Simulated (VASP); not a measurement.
Wanted: the native input for a VASP 6.6.1 run.

```
Task                   : relaxation of cell and atoms
Functional             : BLYP
Dispersion             : D3(BJ)
Potentials or basis    : VASP PAW PBE potentials, release 64 (In_d, Pd)
Cutoff                 : 600 eV
k mesh                 : 8 × 8 × 8
Occupations            : fermi-dirac, width 0.05 eV
Spin                   : no spin polarisation
Dipole correction      : no
Further INCAR settings : ALGO = Normal; EDIFF = 1e-06; IBRION = 2; EDIFFG = -0.01; NSW = 60; ISIF = 3
```

The structure of InPd lies in POSCAR:

```
InPd
1.0
    3.2718847800      0.0000000000      0.0000000000
    0.0000000000      3.2718847800      0.0000000000
    0.0000000000      0.0000000000      3.2718847800
In Pd
1 1
Direct
    0.0000000000      0.0000000000      0.0000000000
    0.5000000000      0.5000000000      0.5000000000
```

These files were run (other wordings do the same):

INCAR

```
SYSTEM = InPd
AGGAC = 1.0
AGGAX = 1.0
ALDAC = 0.0
ALDAX = 1.0
ALGO = Normal
EDIFF = 1E-6
EDIFFG = -0.01
ENCUT = 600
GGA = B5
IBRION = 2
ISIF = 3
ISMEAR = -1
IVDW = 12
LASPH = .True.
LCHARG = .False.
LREAL = .False.
LWAVE = .False.
NELM = 60
NSW = 60
PREC = Accurate
SIGMA = 0.05
VDW_A1 = 0.4298
VDW_A2 = 4.2359
VDW_S6 = 1.0
VDW_S8 = 2.6996
```

KPOINTS

```
k-points
0
Gamma
  8 8 8
  0 0 0
```

Potentials or basis: VASP PAW PBE potentials, release 64 (In_d, Pd).

The run is started by

```sh
$ cat potpaw_PBE.64/In_d/POTCAR potpaw_PBE.64/Pd/POTCAR > POTCAR
$ mpirun -np 1 vasp_std > vasp.out
```

It gave:

```
Relaxed volume                         : 17.48 Å³/atom
Relaxed cell                           : a = 3.270 Å, b = 3.270 Å, c = 3.270 Å, α = 90.00°, β = 90.00°, γ = 90.00°
Space group after relaxing (to 0.05 Å) : Pm-3m (No. 221)
Energy gained by relaxing              : 0.0 meV/atom
Ionic steps                            : 3
Pressure after relaxing                : 0.0 GPa
Dispersion energy per atom             : -1.263 eV
```

Caveat: the PAW data sets were made with another functional, which shifts forces and pressure a little; pairwise dispersion overbinds metals, which lowers pressure and volume.

Run time: 31 s on 1 thread of Intel(R) Xeon(R) 6975P-C (Granite Rapids), on a shared host, peak memory 0.19 GiB.
